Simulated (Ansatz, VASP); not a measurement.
# One calculation of B, two programs

```
B
1.0
     2.40164    0.00000    0.00000
    -1.20082    2.07988    0.00000
     0.00000    0.00000    9.31196
B
7
Direct
  0.66667 0.33333 0.64623
  0.00000 0.00000 0.78849
  0.66667 0.33333 0.92861
  0.33333 0.66667 0.07139
  0.00000 0.00000 0.21151
  0.33333 0.66667 0.35377
  0.00000 0.00000 0.50000
```

Alike in both runs: functional PBE; k mesh 6 × 6 × 2; occupations gaussian, width 0.1 eV; no spin polarisation.

Ansatz relaxed the structure, and its values are those at the end. VASP's run is a single point on that final structure, the one shown.

|  | VASP | Ansatz |
| --- | --- | --- |
| version | VASP 6.6.1 | Ansatz 0.2.0 |
| potentials or method | VASP PAW PBE potentials, release 64 (B), cutoff 520 eV | scalar-relativistic, plane waves, PAW |
| valence electrons in the cell | 21 | 21 |

|  | VASP | Ansatz | Ansatz less VASP |
| --- | --- | --- | --- |
| gap on the k mesh at the Fermi level (eV) | none | none | - |
| pressure (GPa) | -0.1 | -0.1 | +0.05 |
| rms of the force components (eV/Å) | 0.010 | 0.010 | -0.0002 |

A gap of «none» marks a metal or a gap that the smearing closes.

The k mesh is coarse, so the values compare programs but aren't converged.
